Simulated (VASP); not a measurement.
Crystal: MgO (de600).

```xyz
2
Lattice="0.0000 2.1245 2.1245 2.1245 0.0000 2.1245 2.1245 2.1245 0.0000" Properties=species:S:1:pos:R:3 pbc="T T T"
Mg    0.0000    0.0000    0.0000
O     2.1245    2.1245    2.1245
```

```yaml
Program: VASP 6.6.1
Task: relaxation of cell and atoms
Functional: LDA
Potentials_or_basis: VASP PAW LDA potentials, release 64 (Mg, O)
Cutoff: 600 eV
k_mesh: 8 × 8 × 8
Occupations: gaussian, width 0.1 eV
Spin: no spin polarisation
```

At the start: pressure -11.6 GPa; volume 9.59 Å³/atom.

Question: Where does the relaxation end?

Answer: Over 3 steps the energy falls by 26.9 meV/atom and the volume is 8.89 Å³/atom (-7.3 %); space group Fm-3m (No. 225, to 0.05 Å).

The path:
```tsv
step	energy change (eV)	largest force (eV/Å)	pressure (GPa)	volume (Å³)
1	0.0000	0.0000	-11.57	19.18
2	-0.0469	0.0000	4.99	17.32
3	-0.0539	0.0000	0.03	17.78
```

Final structure:
```
Mg O
1.0
     0.00000    2.07155    2.07155
     2.07155    0.00000    2.07155
     2.07155    2.07155    0.00000
Mg O
1 1
Direct
  0.00000 0.00000 0.00000
  0.50000 0.50000 0.50000
```
